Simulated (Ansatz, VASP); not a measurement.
## CuSb3 in VASP and in Ansatz

```
Cu Sb
1.0
     4.54996    0.00000    0.00000
     0.00000    4.54996    0.00000
     0.00000    0.00000    4.54996
Cu Sb
1 3
Direct
  0.00000 0.00000 0.00000
  0.00000 0.50000 0.50000
  0.50000 0.00000 0.50000
  0.50000 0.50000 0.00000
```

Alike in both runs: task relaxation of cell and atoms; functional PBE; k mesh 10 × 10 × 10; occupations gaussian, width 0.1 eV; no spin polarisation.

|  | VASP | Ansatz |
| --- | --- | --- |
| version | VASP 6.6.1 | Ansatz 0.2.0 |
| potentials or method | VASP PAW PBE potentials, release 64 (Cu, Sb), cutoff 600 eV | scalar-relativistic, plane waves, PAW |
| valence electrons in the cell | 26 | 64 |

Ansatz gave:

- gap on the k mesh at the Fermi level, each at its own relaxed structure (eV): none
- relaxed volume (Å³/atom): 24.22
- relaxed length of the cell vector where the two differ most in proportion (Å): 4.593

Question: Estimate VASP's values.

Answer: gap on the k mesh at the Fermi level, each at its own relaxed structure (eV): none; relaxed volume (Å³/atom): 24.18; relaxed length of the cell vector where the two differ most in proportion (Å): 4.590.

A gap of «none» marks a metal or a gap that the smearing closes. VASP's potentials hold 26 valence electrons a cell and Ansatz's 64, so a difference there can come from the potentials and not from the codes.

Neither program's run includes spin-orbit coupling.
